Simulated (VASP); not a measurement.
# TiC (I4/mmm) in VASP: a series of runs

TiC is run at these levels: r2SCAN; tasks: single point.

All numbers are computed with VASP 6.6.1; they aren't measurements. Logs are shortened: lines on timing, memory, paths and dates and some standing lists are left out, and cuts for length are marked.

## 1. The cell of the first run

Symmetry: I4/mmm, No. 139, tetragonal system. Conventional cell: a = 3.060 Å, b = 3.060 Å, c = 4.707 Å, α = 90.00°, β = 90.00°, γ = 90.00°. Within 2.9 Å of Ti (site symmetry 4/mmm) lie 6 C at 2.16 to 2.35 Å. C (site symmetry 4/mmm) has 6 Ti at 2.16 to 2.35 Å within 2.9 Å.

## 2. Single point, r2SCAN (strain +0.0875 x Voigt [0, 0, 1, 0, 0, 0])

The input, POSCAR:

```
TiC
1.0
    0.0000000000      2.1640000000      2.3533500000
    2.1640000000      0.0000000000      2.3533500000
    2.1640000000      2.1640000000      0.0000000000
Ti C
1 1
Direct
    0.0000000000      0.0000000000      0.0000000000
    0.5000000000      0.5000000000      0.5000000000
```

The input, INCAR.step1:

```
SYSTEM = TiC
  ALGO = Normal
  EDIFF = 1E-4
  ENCUT = 520
  GGA = PE
  ISMEAR = 0
  LASPH = .True.
  LCHARG = .False.
  LREAL = .False.
  LWAVE = .True.
  NBANDS = 15
  NELM = 80
  PREC = Accurate
  SIGMA = 0.15
```

The input, INCAR.step2:

```
SYSTEM = TiC
  ALGO = Normal
  EDIFF = 1E-7
  ENCUT = 520
  ISIF = 2
  ISMEAR = 0
  ISTART = 1
  LASPH = .True.
  LCHARG = .True.
  LELF = .True.
  LMIXTAU = .True.
  LREAL = .False.
  LVHAR = .True.
  LWAVE = .False.
  METAGGA = R2SCAN
  NBANDS = 15
  NELM = 80
  PREC = Accurate
  SIGMA = 0.15
```

The input, KPOINTS:

```
k-points
0
Gamma
  18 18 18
  0 0 0
```

Potentials or basis: VASP PAW PBE potentials, release 64 (Ti_sv, C).

Started as:

```sh
> cat potpaw_PBE.64/Ti_sv/POTCAR potpaw_PBE.64/C/POTCAR > POTCAR
> cp INCAR.step1 INCAR
> mpirun -np 1 vasp_std > vasp.out
> cp INCAR.step2 INCAR
> mpirun -np 1 vasp_std > vasp.out
```

OUTCAR:

```text
SYSTEM = TiC
   EDIFF = 1E-7
   ENCUT = 520
   ISIF = 2
   ISMEAR = 0
   ISTART = 1
   LASPH = .True.
   LREAL = .False.
   METAGGA = R2SCAN
   NELM = 80
   PREC = Accurate

 ion  position               nearest neighbor table
   1  0.000  0.000  0.000-   2 2.16   2 2.16   2 2.16   2 2.16   2 2.35   2 2.35
   2  0.500  0.500  0.500-   1 2.16   1 2.16   1 2.16   1 2.16   1 2.35   1 2.35

  LATTYP: Found a body centered tetragonal cell.
 ALAT       =     3.0603581490
 C/A-ratio  =     1.5379572491

  Lattice vectors:

 A1 = (  -2.1640000000,   0.0000000000,   2.3533500000)
 A2 = (   2.1640000000,   0.0000000000,   2.3533500000)
 A3 = (   0.0000000000,   2.1640000000,  -2.3533500000)

Analysis of symmetry for initial positions (statically):
=====================================================================
 Subroutine PRICEL returns:
 Original cell was already a primitive cell.

 Routine SETGRP: Setting up the symmetry group for a
 body centered tetragonal supercell.

 Subroutine GETGRP returns: Found 16 space group operations
 (whereof 16 operations were pure point group operations)
 out of a pool of 16 trial point group operations.

The static configuration has the point symmetry D_4h.

Analysis of symmetry for dynamics (positions and initial velocities):
=====================================================================
 Subroutine PRICEL returns:
 Original cell was already a primitive cell.

 Routine SETGRP: Setting up the symmetry group for a
 body centered tetragonal supercell.

 Subroutine GETGRP returns: Found 16 space group operations
 (whereof 16 operations were pure point group operations)
 out of a pool of 16 trial point group operations.

The dynamic configuration has the point symmetry D_4h.

 Subroutine INISYM returns: Found 16 space group operations
 (whereof 16 operations are pure point group operations),
 and found     1 'primitive' translations

----------------------------------------------------------------------------------------

                                     Primitive cell

  volume of cell :      22.0410

  direct lattice vectors                    reciprocal lattice vectors
     0.000000000  2.164000000  2.353350000    -0.231053604  0.231053604  0.212463085
     2.164000000  0.000000000  2.353350000     0.231053604 -0.231053604  0.212463085
     2.164000000  2.164000000  0.000000000     0.231053604  0.231053604 -0.212463085

  length of vectors
     3.197053678  3.197053678  3.060358149     0.389759026  0.389759026  0.389759026

  position of ions in fractional coordinates (direct lattice)
     0.000000000  0.000000000  0.000000000
     0.500000000  0.500000000  0.500000000

  ion indices of the primitive-cell ions
   primitive index   ion index
                 1           1
                 2           2

----------------------------------------------------------------------------------------

 KPOINTS: k-points

Automatic generation of k-mesh.
 Grid dimensions read from file:
 generate k-points for:   18   18   18

 Generating k-lattice:

  Cartesian coordinates                     Fractional coordinates (reciprocal lattice)
    -0.012836311  0.012836311  0.011803505     0.055555556 -0.000000000  0.000000000
     0.012836311 -0.012836311  0.011803505    -0.000000000  0.055555556  0.000000000
     0.012836311  0.012836311 -0.011803505     0.000000000  0.000000000  0.055555556

  Length of vectors
     0.021653279  0.021653279  0.021653279

  Shift w.r.t. Gamma in fractional coordinates (k-lattice)
     0.000000000  0.000000000  0.000000000

 Subroutine IBZKPT returns following result:
 ===========================================

 Found    480 irreducible k-points:

 Following reciprocal coordinates:
            Coordinates               Weight
  0.000000  0.000000  0.000000      1.000000
  0.055556  0.000000  0.000000      8.000000
  0.111111  0.000000  0.000000      8.000000
  0.166667  0.000000  0.000000      8.000000
  0.222222  0.000000  0.000000      8.000000
  0.277778  0.000000  0.000000      8.000000
[... 16 lines left out ...]
 -0.277778  0.055556  0.000000      8.000000
 -0.222222  0.055556  0.000000      8.000000
 [... further k-points ...]
   k-points           NKPTS =    480   k-points in BZ     NKDIM =    480   number of bands    NBANDS=     15
   number of dos      NEDOS =    301   number of ions     NIONS =      2
   total plane-waves  NPLWV =  13824
   dimension x,y,z NGX =    24 NGY =   24 NGZ =   24
   dimension x,y,z NGXF=    48 NGYF=   48 NGZF=   48
   ions per type =               1   1
   NGX,Y,Z   is equivalent  to a cutoff of  12.48, 12.48, 13.04 a.u.
   NGXF,Y,Z  is equivalent  to a cutoff of  24.96, 24.96, 26.07 a.u.
 SYSTEM =  TiC
   PREC   = accura    normal or accurate (medium, high low for compatibility)
   ISTART =      1    job   : 0-new  1-cont  2-samecut
   ICHARG =      0    charge: 1-file 2-atom 10-const
   ISPIN  =      1    spin polarized calculation?
   LNONCOLLINEAR =      F non collinear calculations
   LSORBIT =      F    spin-orbit coupling
   LASPH  =      T    aspherical Exc in radial PAW
   ENCUT  =  520.0 eV  38.22 Ry    6.18 a.u.   5.94  5.94  5.69*2*pi/ulx,y,z
   NELM   =     80;   NELMIN=  2; NELMDL=  0     # of ELM steps
   EDIFF  = 0.1E-06   stopping-criterion for ELM
   LREAL  =      F    real-space projection
   EDIFFG = 0.1E-05   stopping-criterion for IOM
   NSW    =      0    number of steps for IOM
   IBRION =     -1    ionic relax: 0-MD 1-quasi-New 2-CG
   NFREE  =      0    steps in history (QN), initial steepest desc. (CG)
   ISIF   =      2    stress and relaxation
   ISYM   =      2    0-nonsym 1-usesym 2-fastsym
   POTIM  = 0.5000    time-step for ionic-motion
   TEBEG  =    0.0;   TEEND  =   0.0 temperature during run
   PSTRESS=    0.0 pullay stress
   NELECT =      16.0000    total number of electrons
   NUPDOWN=      -1.0000    fix difference up-down
   EMIN   =  10.00;   EMAX   =-10.00  energy-range for DOS
   EFERMI =   0.00;   METHOD = LEGACY
   ISMEAR =     0;   SIGMA  =   0.15  broadening in eV -4-tet -1-fermi 0-gaus
   EFERMI_NEDOS =   21; number of points for ismear=-14 and -15
   IALGO  =     38    algorithm
   IMIX   =      4    mixing-type and parameters
     AMIX     =   0.40;   BMIX     =  1.00
     AMIX_MAG =   1.60;   BMIX_MAG =  1.00
  volume/ion in A,a.u.               =      11.02        74.37
  Fermi-wavevector in a.u.,A,eV,Ry     =   1.471311  2.780375 29.453294  2.164756
  Thomas-Fermi vector in A             =   2.586462
   LORBIT       =      0    0 simple, 1 ext, 2 COOP (PROOUT), +10 PAW based schemes
   METAGGA = R2SCAN    functional components
   LHFCALC =     F    Hartree Fock is set to
   AEXX    =    0.0000 exact exchange contribution
   IVDW    =     0    specifies the selected vdW correction
   LEPSILON=     F    determine dielectric tensor
   LRPA    =     F    only Hartree local field effects (RPA)
 non-spin polarized calculation
 Gauss-broadening in eV      SIGMA  =   0.15
  energy-cutoff  :      520.00
  volume of cell :       22.04
 maximum number of plane-waves:       628
   NGX = 11   NGY = 11   NGZ = 11

 number of electron      16.0000003 magnetization

 Free energy of the ion-electron system (eV)
  ---------------------------------------------------
  ext. energy  EPLUGINS =         0.00000000
  ---------------------------------------------------
  free energy    TOTEN  =       -24.69305110 eV

  energy without entropy =      -24.69022939  energy(sigma->0) =      -24.69164024

 E-fermi :   8.5833     XC(G=0): -13.1092

 val. band max:        8.5668403313   @ k =   0.0556   0.0556   0.0000
 cond. band min:       8.5906854919   @ k =   0.1111   0.0000   0.1111
 fundamental gap:      0.0238451607
 Fermi energy:         8.5832859088

 k-point     1 :       0.0000    0.0000    0.0000
  band No.  band energies     occupation
      1     -50.6442      2.00000
      2     -25.7525      2.00000
      3     -25.6119      2.00000
      4     -25.6119      2.00000
      5      -4.2652      2.00000
      6       9.0002      0.00008
      7       9.6032      0.00000
      8       9.6032      0.00000
      9       9.7002      0.00000
     10       9.9753      0.00000
     11      10.1968      0.00000
     12      10.1968      0.00000
     13      10.3843      0.00000
     14      18.6949      0.00000
     15      23.1352      0.00000

 k-point     2 :       0.0556    0.0000    0.0000
  band No.  band energies     occupation
      1     -50.6426      2.00000
      2     -25.7566      2.00000
      3     -25.6216      2.00000
      4     -25.6122      2.00000
      5      -4.1998      2.00000
      6       8.7961      0.04479
      7       8.9868      0.00014
      8       9.3252      0.00000
      9       9.5196      0.00000
     10       9.7394      0.00000
     11      10.3820      0.00000
     12      10.7199      0.00000
     13      11.2126      0.00000
     14      18.8341      0.00000
     15      23.1052      0.00000

 k-point     3 :       0.1111    0.0000    0.0000
  band No.  band energies     occupation
      1     -50.6380      2.00000
      2     -25.7700      2.00000
      3     -25.6479      2.00000
      4     -25.6131      2.00000
      5      -4.0067      2.00000
      6       8.1519      1.99995
      7       8.2280      1.99919
      8       8.5496      1.24900
      9       9.5841      0.00000
     10       9.8300      0.00000
     11      10.6826      0.00000
     12      11.5826      0.00000
     13      12.1696      0.00000
     14      19.1901      0.00000
     15      22.9671      0.00000
[... 343 lines left out ...]
 k-point    23 :      -0.2778    0.0556    0.0000
  band No.  band energies     occupation
      1     -50.6083      2.00000
      2     -25.9141      2.00000
      3     -25.7609      2.00000
      4     -25.6133      2.00000
      5      -2.5049      2.00000
      6       4.9431      2.00000
      7       6.3276      2.00000
      8       6.3699      2.00000
      9      10.5398      0.00000
     10      10.7171      0.00000
     11      11.7720      0.00000
     12      13.8008      0.00000
     13      15.7546      0.00000
     14      19.0491      0.00000
     15      22.9555      0.00000

 k-point    24 :      -0.2222    0.0556    0.0000
  band No.  band energies     occupation
      1     -50.6173      2.00000
      2     -25.8532      2.00000
      3     -25.7473      2.00000
      4     -25.6111      2.00000
      5      -3.0203      2.00000
      6       5.8539      2.00000
      7       6.7658      2.00000
      8       6.8501      2.00000
      9      10.2603      0.00000
     10      10.3670      0.00000
     11      11.4774      0.00000
     12      13.0806      0.00000
     13      14.9557      0.00000
     14      19.7008      0.00000
     15      22.4868      0.00000

 [... further k-points ...]
[... 5 lines left out ...]
  --------------------------------------------------------------------------------------
  -------------------------------------------------------------------------------------
  Total       -1.1897740     -1.1897740     -3.8535051      0.0000000      0.0000000      0.0000000
  in kB      -86.4856432    -86.4856432   -280.1144317      0.0000000      0.0000000      0.0000000
  external PRESSURE =    -151.0285727 kB  Pullay stress =       0.0000000 kB

 VOLUME and BASIS-vectors are now :
 -----------------------------------------------------------------------------
  energy-cutoff  :      520.00
  volume of cell :       22.04
      direct lattice vectors                 reciprocal lattice vectors
     0.000000000  2.164000000  2.353350000    -0.231053604  0.231053604  0.212463085
     2.164000000  0.000000000  2.353350000     0.231053604 -0.231053604  0.212463085
     2.164000000  2.164000000  0.000000000     0.231053604  0.231053604 -0.212463085

 POSITION                                       TOTAL-FORCE (eV/Angst)
 -----------------------------------------------------------------------------------
      0.00000      0.00000      0.00000         0.000000     -0.000000     -0.000000
      2.16400      2.16400      2.35335        -0.000000      0.000000      0.000000
 -----------------------------------------------------------------------------------
    total drift:                                0.000000     -0.000000     -0.000000

  FREE ENERGIE OF THE ION-ELECTRON SYSTEM (eV)
  ---------------------------------------------------
  free  energy   TOTEN  =       -24.6930510988 eV

  energy  without entropy=      -24.6902293865  energy(sigma->0) =      -24.69164024
```

Run time: 6.9 min. Hardware: 1 thread of Intel Xeon Platinum 8259CL at 2.50GHz (Skylake/Cascade Lake), shared host; peak memory 0.28 GiB.

What came out:

```yaml
Free_energy: -24.6931 eV
Pressure: -15.1 GPa
Band_gap_on_the_k_mesh: zero (bands 8 and 9 overlap by 1.68 eV)
```

Levels at points of the mesh, in eV from the Fermi level:
| k point | band 6 | band 7 | band 8 | band 9 | band 10 | band 11 |
| --- | --- | --- | --- | --- | --- | --- |
| (0.00, 0.00, 0.00) | 0.42 | 1.02 | 1.02 | 1.12 | 1.39 | 1.61 |
| (0.50, 0.00, 0.00) | -5.75 | -3.00 | -2.89 | 2.68 | 2.95 | 3.98 |
| (0.50, 0.50, 0.00) | -4.10 | -1.25 | 0.18 | 0.18 | 2.43 | 3.29 |
| (0.50, 0.00, 0.50) | -3.34 | -1.31 | -0.46 | -0.34 | 2.37 | 3.09 |

Caveat: the cell differs from its parent crystal (strain +0.0875 x Voigt [0, 0, 1, 0, 0, 0]); the stress differs along the axes, from -28 to -9 GPa; the PAW data sets were made with another functional, which shifts forces and pressure a little.

## 3. Single point, r2SCAN (strain +0.1000 x Voigt [0, 0, 1, 0, 0, 0])

The input, POSCAR:

```
TiC
1.0
    0.0000000000      2.1640000000      2.3804000000
    2.1640000000      0.0000000000      2.3804000000
    2.1640000000      2.1640000000      0.0000000000
Ti C
1 1
Direct
    0.0000000000      0.0000000000      0.0000000000
    0.5000000000      0.5000000000      0.5000000000
```

The input, INCAR.step1:

```
  PREC = Accurate
  ENCUT = 520
  ISMEAR = 0
  SIGMA = 0.15
  LREAL = False
  LASPH = True
  NELM = 100
  NBANDS = 15
  GGA = PE
  ALGO = Normal
  EDIFF = 1E-4
  LWAVE = True
  LCHARG = False
```

The input, INCAR.step2:

```
  PREC = Accurate
  ENCUT = 520
  EDIFF = 1E-7
  ISMEAR = 0
  SIGMA = 0.15
  LREAL = False
  LASPH = True
  NELM = 100
  ALGO = Normal
  ISIF = 2
  LWAVE = False
  LCHARG = False
  METAGGA = R2SCAN
  LMIXTAU = True
  NBANDS = 15
  ISTART = 1
```

The input, KPOINTS:

```
Automatic mesh
0
Gamma
  18 18 18
```

Potentials or basis: VASP PAW PBE potentials, release 64 (Ti_sv, C).

Started as:

```sh
> cat potpaw_PBE.64/Ti_sv/POTCAR potpaw_PBE.64/C/POTCAR > POTCAR
> cp INCAR.step1 INCAR
> mpirun -np 1 vasp_std > vasp.out
> cp INCAR.step2 INCAR
> mpirun -np 1 vasp_std > vasp.out
```

Wall time 7 min (1 thread of Intel Xeon Platinum 8259CL at 2.50GHz (Skylake/Cascade Lake), shared host); peak memory 0.28 GiB.

It converged, with:

| Property | Result |
| --- | --- |
| Free energy | -24.6473 eV |
| Pressure | -16.5 GPa |
| Band gap on the k mesh | zero (bands 8 and 9 overlap by 1.72 eV) |

Stress tensor (GPa, compression positive):
```
 -9.72   0.00   0.00
  0.00  -9.72   0.00
  0.00   0.00 -30.02
```

Levels at points of the mesh, in eV from the Fermi level:
| k point | band 4 | band 5 | band 6 | band 7 | band 8 | band 9 | band 10 | band 11 | band 12 | band 13 |
| --- | --- | --- | --- | --- | --- | --- | --- | --- | --- | --- |
| (0.00, 0.00, 0.00) | -34.23 | -12.80 | 0.36 | 1.02 | 1.04 | 1.04 | 1.36 | 1.60 | 1.60 | 1.81 |
| (0.50, 0.00, 0.00) | -34.23 | -9.67 | -5.70 | -3.00 | -2.87 | 2.63 | 2.92 | 3.94 | 6.95 | 7.95 |
| (0.50, 0.50, 0.00) | -34.31 | -10.80 | -4.13 | -1.22 | 0.22 | 0.22 | 2.39 | 3.23 | 3.23 | 4.62 |
| (0.50, 0.00, 0.50) | -34.42 | -10.57 | -3.30 | -1.28 | -0.50 | -0.35 | 2.31 | 2.99 | 3.62 | 5.46 |

Caveat: the cell differs from its parent crystal (strain +0.1000 x Voigt [0, 0, 1, 0, 0, 0]); the stress differs along the axes, from -30 to -10 GPa; the PAW data sets were made with another functional, which shifts forces and pressure a little.

The gap in the log of VASP goes by the Fermi energy; the results here count the filled bands.